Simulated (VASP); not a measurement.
Input of a VASP 6.6.1 run:

Contents of INCAR:

```
PREC = Accurate ; ENCUT = 520
EDIFF = 1E-6 ; ISMEAR = -1
SIGMA = 0.02 ; LREAL = F
LASPH = T ; NELM = 60
ALGO = Normal ; ISIF = 2
LWAVE = F ; LCHARG = F
GGA = PE ; NBANDS = 16
```

The input KPOINTS:

```
Automatic mesh
0
Gamma
  8 8 8
```

The input POSCAR:

```
GaAs
1.0
    0.0000000000      2.8330850941      2.7622579668
    2.8330850941      0.0000000000      2.7622579668
    2.8330850941      2.8330850941      0.0000000000
Ga As
1 1
Direct
    0.0000000000      0.0000000000      0.0000000000
    0.2500000000      0.2500000000      0.2500000000
```

Potentials or basis: VASP PAW PBE potentials, release 64 (Ga_d, As).

Command:

```console
$ cat potpaw_PBE.64/Ga_d/POTCAR potpaw_PBE.64/As/POTCAR > POTCAR
$ mpirun -np 1 vasp_std > vasp.out
```

(1) Predict the band gap on the k mesh.

(2) Estimate the pressure.

## Answers

(1) 0.56 eV, direct.

(2) 4.9 GPa.

Caveat: the cell differs from its parent crystal (uniaxial z strain -2.5%).
